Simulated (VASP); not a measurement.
Wanted: the native input for a VASP 6.6.1 run.

| Property | Result |
| --- | --- |
| Task | single point |
| Functional | LDA |
| Potentials or basis | VASP PAW LDA potentials, release 64 (Mg, S) |
| Cutoff | 520 eV |
| k mesh | 8 × 8 × 8 |
| Occupations | gaussian, width 0.05 eV |
| Spin | no spin polarisation |
| Dipole correction | no |
| Further INCAR settings | ALGO = Normal; EDIFF = 1e-06; NBANDS = 11 |

The structure of MgS lies in POSCAR:

```
MgS
1.0
    0.0000000000      2.5366087500      2.6016500000
    2.5366087500      0.0000000000      2.6016500000
    2.5366087500      2.5366087500      0.0000000000
Mg S
1 1
Direct
    0.0000000000      0.0000000000      0.0000000000
    0.5000000000      0.5000000000      0.5000000000
```

This cell differs from its parent crystal: strain -0.025 along x and y, +0.000 along z.

These files were run (other wordings do the same):

INCAR

```
PREC = Accurate
ENCUT = 520
EDIFF = 1E-6
ISMEAR = 0
SIGMA = 0.05
LREAL = F
LASPH = T
NELM = 80
ALGO = Normal
ISIF = 2
LWAVE = F
LCHARG = F
GGA = CA
NBANDS = 11
```

KPOINTS

```
Automatic mesh
0
Gamma
  8 8 8
```

Potentials or basis: VASP PAW LDA potentials, release 64 (Mg, S).

Launch:

```bash
$ cat potpaw_LDA.64/Mg/POTCAR potpaw_LDA.64/S/POTCAR > POTCAR
$ mpirun -np 1 vasp_std > vasp.out
```

Results of the run:

The pressure is 0.2 GPa and the band gap on the k mesh is 2.55 eV, indirect (least direct gap 3.83 eV).

Caveat: the cell differs from its parent crystal (strain -0.025 along x and y, +0.000 along z).

Wall time 24 s on 1 thread of Intel Xeon 6975P-C (shared host), peak memory 0.15 GiB.
